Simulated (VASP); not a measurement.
# WC (P4/mmm) in VASP: further runs

Runs on WC. Level: PBE. Tasks: single point, relaxation of cell and atoms.

Everything below comes from runs of VASP 6.6.1. Logs are shortened: lines on timing, memory, paths and dates and some standing lists are left out, and cuts for length are marked.

**1. The cell of the first run**

It takes space group P4/mmm (No. 123, tetragonal). The conventional cell has a = 2.940 Å, b = 2.940 Å, c = 3.028 Å, α = 90.00°, β = 90.00°, γ = 90.00°. W (site symmetry 4/mmm) has 4 C at 2.08 Å within 2.8 Å. C (site symmetry 4/mmm) has 4 W at 2.08 Å within 2.8 Å.

**2. Single point, PBE**

Contents of INCAR:

```
SYSTEM = WC
PREC = Accurate
ENCUT = 520
EDIFF = 1E-7
ISMEAR = 0
SIGMA = 0.1
LREAL = .FALSE.
LASPH = .TRUE.
NELM = 100
ALGO = Normal
ISIF = 2
LWAVE = .FALSE.
LCHARG = .FALSE.
GGA = PE
NBANDS = 16
```

Contents of KPOINTS:

```
Automatic mesh
0
G
  18 18 18
  0 0 0
```

Contents of POSCAR:

```
WC
1.0
    2.9399362335      0.0000000000      0.0000000000
    0.0000000000      2.9399362335      0.0000000000
    0.0000000000      0.0000000000      3.0277034033
W C
1 1
Direct
    0.0000000000      0.0000000000      0.0000000000
    0.5000000000      0.5000000000      0.0000000000
```

Potentials or basis: VASP PAW PBE potentials, release 64 (W_sv, C).

Command:

```bash
cat potpaw_PBE.64/W_sv/POTCAR potpaw_PBE.64/C/POTCAR > POTCAR
mpirun -np 1 vasp_std > vasp.out
```

OUTCAR:

```text
SYSTEM = WC
   PREC = Accurate
   ENCUT = 520
   EDIFF = 1E-7
   ISMEAR = 0
   LREAL = .FALSE.
   LASPH = .TRUE.
   NELM = 100
   ISIF = 2
   GGA = PE

 ion  position               nearest neighbor table
   1  0.000  0.000  0.000-   2 2.08   2 2.08   2 2.08   2 2.08
   2  0.500  0.500  0.000-   1 2.08   1 2.08   1 2.08   1 2.08

  LATTYP: Found a simple tetragonal cell.
 ALAT       =     2.9399362335
 C/A-ratio  =     1.0298534263

  Lattice vectors:

 A1 = (   2.9399362335,   0.0000000000,   0.0000000000)
 A2 = (   0.0000000000,   2.9399362335,   0.0000000000)
 A3 = (   0.0000000000,   0.0000000000,   3.0277034033)

Analysis of symmetry for initial positions (statically):
=====================================================================
 Subroutine PRICEL returns:
 Original cell was already a primitive cell.

 Routine SETGRP: Setting up the symmetry group for a
 simple tetragonal supercell.

 Subroutine GETGRP returns: Found 16 space group operations
 (whereof 16 operations were pure point group operations)
 out of a pool of 16 trial point group operations.

The static configuration has the point symmetry D_4h.

Analysis of symmetry for dynamics (positions and initial velocities):
=====================================================================
 Subroutine PRICEL returns:
 Original cell was already a primitive cell.

 Routine SETGRP: Setting up the symmetry group for a
 simple tetragonal supercell.

 Subroutine GETGRP returns: Found 16 space group operations
 (whereof 16 operations were pure point group operations)
 out of a pool of 16 trial point group operations.

The dynamic configuration has the point symmetry D_4h.

 Subroutine INISYM returns: Found 16 space group operations
 (whereof 16 operations are pure point group operations),
 and found     1 'primitive' translations

----------------------------------------------------------------------------------------

                                     Primitive cell

  volume of cell :      26.1691

  direct lattice vectors                    reciprocal lattice vectors
     2.939936234  0.000000000  0.000000000     0.340143432  0.000000000  0.000000000
     0.000000000  2.939936234  0.000000000     0.000000000  0.340143432  0.000000000
     0.000000000  0.000000000  3.027703403     0.000000000  0.000000000  0.330283342

  length of vectors
     2.939936234  2.939936234  3.027703403     0.340143432  0.340143432  0.330283342

  position of ions in fractional coordinates (direct lattice)
     0.000000000  0.000000000  0.000000000
     0.500000000  0.500000000  0.000000000

  ion indices of the primitive-cell ions
   primitive index   ion index
                 1           1
                 2           2

----------------------------------------------------------------------------------------

 KPOINTS: Automatic mesh

Automatic generation of k-mesh.
 Grid dimensions read from file:
 generate k-points for:   18   18   18

 Generating k-lattice:

  Cartesian coordinates                     Fractional coordinates (reciprocal lattice)
     0.018896857  0.000000000  0.000000000     0.055555556  0.000000000  0.000000000
     0.000000000  0.018896857  0.000000000     0.000000000  0.055555556  0.000000000
     0.000000000  0.000000000  0.018349075     0.000000000  0.000000000  0.055555556

  Length of vectors
     0.018896857  0.018896857  0.018349075

  Shift w.r.t. Gamma in fractional coordinates (k-lattice)
     0.000000000  0.000000000  0.000000000

 Subroutine IBZKPT returns following result:
 ===========================================

 Found    550 irreducible k-points:

 Following reciprocal coordinates:
            Coordinates               Weight
  0.000000  0.000000  0.000000      1.000000
  0.055556  0.000000  0.000000      4.000000
  0.111111  0.000000  0.000000      4.000000
  0.166667  0.000000  0.000000      4.000000
  0.222222  0.000000  0.000000      4.000000
  0.277778  0.000000  0.000000      4.000000
[... 16 lines left out ...]
  0.277778  0.111111  0.000000      8.000000
  0.333333  0.111111  0.000000      8.000000
 [... further k-points ...]
   k-points           NKPTS =    550   k-points in BZ     NKDIM =    550   number of bands    NBANDS=     16
   number of dos      NEDOS =    301   number of ions     NIONS =      2
   total plane-waves  NPLWV =  13824
   dimension x,y,z NGX =    24 NGY =   24 NGZ =   24
   dimension x,y,z NGXF=    48 NGYF=   48 NGZF=   48
   ions per type =               1   1
   NGX,Y,Z   is equivalent  to a cutoff of  13.57, 13.57, 13.18 a.u.
   NGXF,Y,Z  is equivalent  to a cutoff of  27.14, 27.14, 26.36 a.u.
 SYSTEM =  WC
   PREC   = accura    normal or accurate (medium, high low for compatibility)
   ISTART =      0    job   : 0-new  1-cont  2-samecut
   ICHARG =      2    charge: 1-file 2-atom 10-const
   ISPIN  =      1    spin polarized calculation?
   LNONCOLLINEAR =      F non collinear calculations
   LSORBIT =      F    spin-orbit coupling
   LASPH  =      T    aspherical Exc in radial PAW
   ENCUT  =  520.0 eV  38.22 Ry    6.18 a.u.   5.47  5.47  5.63*2*pi/ulx,y,z
   NELM   =    100;   NELMIN=  2; NELMDL= -5     # of ELM steps
   EDIFF  = 0.1E-06   stopping-criterion for ELM
   LREAL  =      F    real-space projection
   EDIFFG = 0.1E-05   stopping-criterion for IOM
   NSW    =      0    number of steps for IOM
   IBRION =     -1    ionic relax: 0-MD 1-quasi-New 2-CG
   NFREE  =      0    steps in history (QN), initial steepest desc. (CG)
   ISIF   =      2    stress and relaxation
   ISYM   =      2    0-nonsym 1-usesym 2-fastsym
   POTIM  = 0.5000    time-step for ionic-motion
   TEBEG  =    0.0;   TEEND  =   0.0 temperature during run
   PSTRESS=    0.0 pullay stress
   NELECT =      18.0000    total number of electrons
   NUPDOWN=      -1.0000    fix difference up-down
   EMIN   =  10.00;   EMAX   =-10.00  energy-range for DOS
   EFERMI =   0.00;   METHOD = LEGACY
   ISMEAR =     0;   SIGMA  =   0.10  broadening in eV -4-tet -1-fermi 0-gaus
   EFERMI_NEDOS =   21; number of points for ismear=-14 and -15
   IALGO  =     38    algorithm
   IMIX   =      4    mixing-type and parameters
     AMIX     =   0.40;   BMIX     =  1.00
     AMIX_MAG =   1.60;   BMIX_MAG =  1.00
  volume/ion in A,a.u.               =      13.08        88.30
  Fermi-wavevector in a.u.,A,eV,Ry     =   1.445116  2.730873 28.413854  2.088359
  Thomas-Fermi vector in A             =   2.563334
   LORBIT       =      0    0 simple, 1 ext, 2 COOP (PROOUT), +10 PAW based schemes
   GGA     = PE    functional components
   LHFCALC =     F    Hartree Fock is set to
   AEXX    =    0.0000 exact exchange contribution
   IVDW    =     0    specifies the selected vdW correction
   LEPSILON=     F    determine dielectric tensor
   LRPA    =     F    only Hartree local field effects (RPA)
 non-spin polarized calculation
 Gauss-broadening in eV      SIGMA  =   0.10
  energy-cutoff  :      520.00
  volume of cell :       26.17
 maximum number of plane-waves:       725
 NGX is ok and might be reduce to    24
   NGX = 11   NGY = 11   NGZ = 11

 number of electron      18.0000002 magnetization

 Free energy of the ion-electron system (eV)
  ---------------------------------------------------
  ext. energy  EPLUGINS =         0.00000000
  ---------------------------------------------------
  free energy    TOTEN  =       -20.70820430 eV

  energy without entropy =      -20.70245299  energy(sigma->0) =      -20.70532865

 E-fermi :   8.3114     XC(G=0): -12.3140

 val. band max:        8.3078295295   @ k =   0.0556   0.0556   0.1667
 cond. band min:       8.3132111808   @ k =   0.1667   0.0556   0.5000
 fundamental gap:      0.0053816513
 Fermi energy:         8.3114337216

 k-point     1 :       0.0000    0.0000    0.0000
  band No.  band energies     occupation
      1     -66.1785      2.00000
      2     -30.2772      2.00000
      3     -30.2772      2.00000
      4     -30.1072      2.00000
      5      -5.4489      2.00000
      6       4.2105      2.00000
[... 8 lines left out ...]
     15      21.9307      0.00000
     16      24.0444      0.00000

 k-point     2 :       0.0556    0.0000    0.0000
  band No.  band energies     occupation
      1     -66.1778      2.00000
      2     -30.2940      2.00000
      3     -30.2751      2.00000
      4     -30.1059      2.00000
      5      -5.3787      2.00000
      6       4.1832      2.00000
[... 8 lines left out ...]
     15      21.5768      0.00000
     16      23.9904      0.00000

 k-point     3 :       0.1111    0.0000    0.0000
  band No.  band energies     occupation
      1     -66.1755      2.00000
      2     -30.3420      2.00000
      3     -30.2690      2.00000
      4     -30.1021      2.00000
      5      -5.1716      2.00000
      6       4.0659      2.00000
[... 8 lines left out ...]
     15      20.7841      0.00000
     16      23.9405      0.00000

 k-point     4 :       0.1667    0.0000    0.0000
  band No.  band energies     occupation
      1     -66.1721      2.00000
      2     -30.4150      2.00000
      3     -30.2596      2.00000
      4     -30.0962      2.00000
      5      -4.8380      2.00000
      6       3.7826      2.00000
[... 8 lines left out ...]
     15      20.0552      0.00000
     16      23.9064      0.00000
[... 324 lines left out ...]
 k-point    22 :       0.2222    0.1111    0.0000
  band No.  band energies     occupation
      1     -66.1648      2.00000
      2     -30.4945      2.00000
      3     -30.3122      2.00000
      4     -30.0840      2.00000
      5      -4.1881      2.00000
      6       3.1649      2.00000
[... 8 lines left out ...]
     15      20.5327      0.00000
     16      21.8908      0.00000

 k-point    23 :       0.2778    0.1111    0.0000
  band No.  band energies     occupation
      1     -66.1603      2.00000
      2     -30.5869      2.00000
      3     -30.2996      2.00000
      4     -30.0763      2.00000
      5      -3.7081      2.00000
      6       2.4348      2.00000
[... 8 lines left out ...]
     15      20.8365      0.00000
     16      22.2148      0.00000

 k-point    24 :       0.3333    0.1111    0.0000
  band No.  band energies     occupation
      1     -66.1561      2.00000
      2     -30.6725      2.00000
      3     -30.2877      2.00000
      4     -30.0691      2.00000
      5      -3.1909      2.00000
      6       1.7716      2.00000
[... 8 lines left out ...]
     15      21.1361      0.00000
     16      22.4305      0.00000

 [... further k-points ...]
[... 5 lines left out ...]
  --------------------------------------------------------------------------------------
  -------------------------------------------------------------------------------------
  Total        0.1151370      0.1151370      0.0072725      0.0000000      0.0000000      0.0000000
  in kB        7.0491432      7.0491432      0.4452506      0.0000000      0.0000000      0.0000000
  external PRESSURE =       4.8478456 kB  Pullay stress =       0.0000000 kB

 VOLUME and BASIS-vectors are now :
 -----------------------------------------------------------------------------
  energy-cutoff  :      520.00
  volume of cell :       26.17
      direct lattice vectors                 reciprocal lattice vectors
     2.939936234  0.000000000  0.000000000     0.340143432  0.000000000  0.000000000
     0.000000000  2.939936234  0.000000000     0.000000000  0.340143432  0.000000000
     0.000000000  0.000000000  3.027703403     0.000000000  0.000000000  0.330283342

 POSITION                                       TOTAL-FORCE (eV/Angst)
 -----------------------------------------------------------------------------------
      0.00000      0.00000      0.00000         0.000000      0.000000      0.000000
      1.46997      1.46997      0.00000         0.000000      0.000000      0.000000
 -----------------------------------------------------------------------------------
    total drift:                                0.000000     -0.000000     -0.000000

  FREE ENERGIE OF THE ION-ELECTRON SYSTEM (eV)
  ---------------------------------------------------
  free  energy   TOTEN  =       -20.7082042989 eV

  energy  without entropy=      -20.7024529911  energy(sigma->0) =      -20.70532865
```

Wall time 71 s (1 thread of Intel Xeon 6975P-C (Granite Rapids), shared host); peak memory 0.32 GiB.

Results:

```
Free energy            : -20.7082 eV
Pressure               : 0.5 GPa
Band gap on the k mesh : zero (band 9 reaches 9.33 eV, above the bottom of band 10 at 6.40 eV)
```

Caveat: spin-orbit coupling is left out, which moves the levels of the heavy elements.

**3. Relaxation of cell and atoms, PBE**

This run uses another cell than the first one, of 13.05 Å³/atom, 0.997 times its volume.

Contents of INCAR:

```
ALGO = Normal
EDIFF = 1E-7
EDIFFG = -0.01
ENCUT = 600
GGA = PE
IBRION = 2
ISIF = 3
ISMEAR = 0
LASPH = T
LCHARG = F
LREAL = F
LWAVE = F
NELM = 80
NSW = 100
PREC = Accurate
SIGMA = 0.1
```

Contents of KPOINTS:

```
k-points
0
Gamma
  18 18 18
```

Contents of POSCAR:

```
WC
1.0
    2.9427044769      0.0000000000      0.0000000000
    0.0000000000      2.9427044769      0.0000000000
    0.0000000000      0.0000000000      3.0138681257
W C
1 1
Direct
    0.0000000000      0.0000000000      0.0000000000
    0.5000000000      0.5000000000      0.0000000000
```

Potentials or basis: VASP PAW PBE potentials, release 64 (W_sv, C).

Command:

```bash
cat potpaw_PBE.64/W_sv/POTCAR potpaw_PBE.64/C/POTCAR > POTCAR
mpirun -np 1 vasp_std > vasp.out
```

Run time: 3.5 min. Hardware: 1 thread of Intel Xeon 6975P-C (Granite Rapids), shared host; peak memory 0.36 GiB.

The run converged. Its results:

```yaml
Free_energy: -20.7090 eV
Relaxed_volume: 13.10 Å³/atom
Relaxed_cell: a = 2.942 Å, b = 2.942 Å, c = 3.028 Å, α = 90.00°, β = 90.00°, γ = 90.00°
Space_group_after_relaxing_to_0.05_Å: P4/mmm (No. 123)
Energy_gained_by_relaxing: 0.2 meV/atom
Ionic_steps: 5
Pressure_after_relaxing: 0.0 GPa
Band_gap_on_the_k_mesh: zero (band 9 reaches 9.32 eV, above the bottom of band 10 at 6.39 eV)
```

Step by step:
| step | energy change (eV) | largest force (eV/Å) | pressure (GPa) | volume (Å³) |
| --- | --- | --- | --- | --- |
| 1 | 0.0000 | 0.0000 | 0.18 | 26.10 |
| 2 | -0.0003 | 0.0000 | 0.52 | 26.15 |
| 3 | -0.0003 | 0.0000 | 0.46 | 26.15 |
| 4 | -0.0001 | 0.0000 | -1.00 | 26.32 |
| 5 | -0.0004 | 0.0000 | 0.01 | 26.20 |

Final structure:
```xyz
2
Lattice="2.9416 0.0000 0.0000 0.0000 2.9416 0.0000 0.0000 0.0000 3.0275" Properties=species:S:1:pos:R:3 pbc="T T T"
W     0.0000    0.0000    3.0275
C     1.4708    1.4708    0.0000
```

Levels at points of the mesh, in eV from the Fermi level:
| k point | band 5 | band 6 | band 7 | band 8 | band 9 | band 10 | band 11 | band 12 | band 13 |
| --- | --- | --- | --- | --- | --- | --- | --- | --- | --- |
| (0.00, 0.00, 0.00) | -13.75 | -4.09 | -4.02 | -0.29 | -0.29 | 0.08 | 1.26 | 2.22 | 2.22 |
| (0.50, 0.00, 0.00) | -10.05 | -8.14 | -5.54 | -3.04 | -2.67 | 2.59 | 3.35 | 5.80 | 6.45 |
| (0.50, 0.50, 0.00) | -12.27 | -3.05 | -3.05 | -2.20 | 0.12 | 0.12 | 1.16 | 4.13 | 6.74 |
| (0.00, 0.00, 0.50) | -12.75 | -4.85 | -3.60 | 0.13 | 0.13 | 0.28 | 0.28 | 1.43 | 4.18 |
| (0.50, 0.00, 0.50) | -9.02 | -7.43 | -6.22 | -5.26 | 0.89 | 2.36 | 3.13 | 4.30 | 5.51 |
| (0.50, 0.50, 0.50) | -11.63 | -3.01 | -3.01 | -2.04 | -2.04 | -1.91 | 3.74 | 4.24 | 7.36 |

Caveat: spin-orbit coupling is left out, which moves the levels of the heavy elements.
